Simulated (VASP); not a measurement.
## Co: single point with PBE

Co:

```
CELL_PARAMETERS angstrom
1.24652 -2.15904 0.00000
1.24652 2.15904 0.00000
0.00000 0.00000 4.03693
ATOMIC_POSITIONS crystal
Co 0.66667 0.33333 0.25000
Co 0.33333 0.66667 0.75000
```

```yaml
Program: VASP 6.6.1
Task: single point
Functional: PBE
Potentials_or_basis: VASP PAW PBE potentials, release 64 (Co)
Cutoff: 520 eV
k_mesh: 15 × 15 × 8
Occupations: fermi-dirac, width 0.1 eV
Spin: collinear spin, ferromagnetic start
Starting_moments: "[1.7, 1.7] μB"
```

| Quantity | Value |
| --- | --- |
| Pressure | -0.5 GPa |
| Net moment | 3.23 μB per cell |
| Site moments | Co +1.63 μB |
| Valence electrons inside the program's atomic spheres | Co 8.27 |

Stress tensor (GPa, compression positive):
```
-0.43  0.00  0.00
 0.00 -0.43  0.00
 0.00  0.00 -0.65
```

Levels at points of the mesh, in eV from the Fermi level:
Spin up:
```tsv
k point	band 7	band 8	band 9	band 10	band 11	band 12	band 13	band 14	band 15	band 16
(0.00, 0.00, 0.00)	-2.28	-1.93	-1.93	-0.84	-0.84	-0.09	6.32	21.98	24.54	24.54
(0.00, 0.00, 0.50)	-2.65	-2.65	-1.15	-1.15	-1.15	-1.15	14.97	14.97	22.71	22.71
```
Spin down:
| k point | band 3 | band 4 | band 5 | band 6 | band 7 | band 8 | band 9 | band 10 | band 11 | band 12 |
| --- | --- | --- | --- | --- | --- | --- | --- | --- | --- | --- |
| (0.00, 0.00, 0.00) | -0.98 | -0.95 | -0.95 | -0.58 | -0.58 | -0.16 | -0.16 | -0.15 | 1.05 | 1.05 |
| (0.00, 0.00, 0.50) | -1.53 | -1.53 | -1.01 | -1.01 | -1.01 | -1.01 | 0.72 | 0.72 | 0.72 | 0.72 |

It took 86 s on 1 thread of Intel(R) Xeon(R) 6975P-C (Granite Rapids), with other jobs on the host, peak memory 0.2 GiB.
